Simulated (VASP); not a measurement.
A run of VASP 6.6.1 is set up as follows.

File INCAR:

```
SYSTEM = KRu2
PREC = Accurate
ENCUT = 600
EDIFF = 1E-7
ISMEAR = 0
SIGMA = 0.1
LREAL = .FALSE.
LASPH = .TRUE.
NELM = 120
ALGO = Normal
ISIF = 3
LWAVE = .FALSE.
LCHARG = .FALSE.
GGA = PE
IBRION = 2
NSW = 90
EDIFFG = -0.04
GGA_COMPAT = .FALSE.
NELMIN = 4
```

Contents of KPOINTS:

```
Automatic mesh
0
G
  6 6 2
  0 0 0
```

The input POSCAR:

```
KRu2
1.0
    3.7008016800      0.0000000000      0.0000000000
   -1.8504008400      3.2049882700      0.0000000000
    0.0000000000      0.0000000000      8.0576792700
K Ru
1 2
Direct
    0.0000000000      0.0000000000      0.0000000000
    0.6666666700      0.3333333300      0.6263044100
    0.3333333300      0.6666666700      0.3736955900
```

Potentials or basis: VASP PAW PBE potentials, release 64 (K_sv, Ru_sv).

The run is started by

```console
$ cat potpaw_PBE.64/K_sv/POTCAR potpaw_PBE.64/Ru_sv/POTCAR > POTCAR
$ mpirun -np 1 vasp_std > vasp.out
```

(1) What does it give for the relaxed cell?

(2) Predict the relaxed volume.

(3) Predict the band gap on the k mesh.

## Answers

(1) a = 2.845 Å, b = 2.845 Å, c = 7.875 Å, α = 90.00°, β = 90.00°, γ = 120.00°.

(2) 18.40 Å³/atom.

(3) zero (an odd number of electrons rules out a gap without spin polarisation).

Caveat: the k points lie up to 0.43 Å⁻¹ apart in the final cell, too coarse for converged energies and pressures of a metal; the volume moved by over 15 % at a fixed basis, so the end points are rough.
